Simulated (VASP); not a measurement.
# Cr: single point with PBE

The system is Cr, a slab with vacuum.

```
Cr
1.0
     2.46682    0.00000    0.00000
    -0.82227    2.32574    0.00000
     0.00000    0.00000   22.04250
Cr
4
Direct
  0.25000 0.25000 0.36606
  0.75000 0.75000 0.45387
  0.25000 0.25000 0.54613
  0.75000 0.75000 0.63394
```

```json
{"Program": "VASP 6.6.1", "Task": "single point", "Functional": "PBE", "Potentials or basis": "VASP PAW PBE potentials, release 64 (Cr_pv)", "Cutoff": "520 eV", "k mesh": "14 × 14 × 1", "Occupations": "fermi-dirac, width 0.05 eV", "Spin": "collinear spin, ferromagnetic start", "Starting moments": "[2.0, 2.0, 2.0, 2.0] μB"}
```

```json
{
  "Largest force": "0.011 eV/Å",
  "Band gap on the k mesh": "zero (filled and empty bands overlap)",
  "Net moment": "0.00 μB per cell",
  "Valence electrons inside the program's atomic spheres": "Cr 10.93, 11.09 (each value once)"
}
```

Forces on the atoms (eV/Å):
```
Cr   0.000  0.000  0.011
Cr   0.000  0.000  0.009
Cr   0.000  0.000 -0.009
Cr   0.000  0.000 -0.011
```

Levels at points of the mesh, in eV from the Fermi level:
Spin up:
```
           k point  band 21  band 22  band 23  band 24  band 25  band 26  band 27  band 28
(0.00, 0.00, 0.00)    -0.98    -0.97    -0.91    -0.73    -0.05     0.17     0.78     0.82
(0.50, 0.00, 0.00)    -1.01    -1.01     0.65     0.65     1.01     1.01     1.14     1.14
(0.50, 0.50, 0.00)    -1.15     0.37     0.58     0.67     0.81     1.12     2.00     2.00
```
Spin down:
```csv
k point,band 20,band 21,band 22,band 23,band 24,band 25,band 26,band 27,band 28,band 29
"(0.00, 0.00, 0.00)",-1.23,-0.98,-0.97,-0.91,-0.73,-0.05,0.17,0.78,0.82,1.04
"(0.50, 0.00, 0.00)",-2.10,-1.01,-1.01,0.65,0.65,1.01,1.01,1.14,1.14,1.73
"(0.50, 0.50, 0.00)",-1.62,-1.15,0.37,0.58,0.67,0.81,1.12,2.00,2.00,2.24
```

Wall time 58 min on 1 thread of Oxide Virtual Turin-like Processor, on a shared host, peak memory 0.46 GiB.

Caveat: the moments typed at the start vanished in this run.
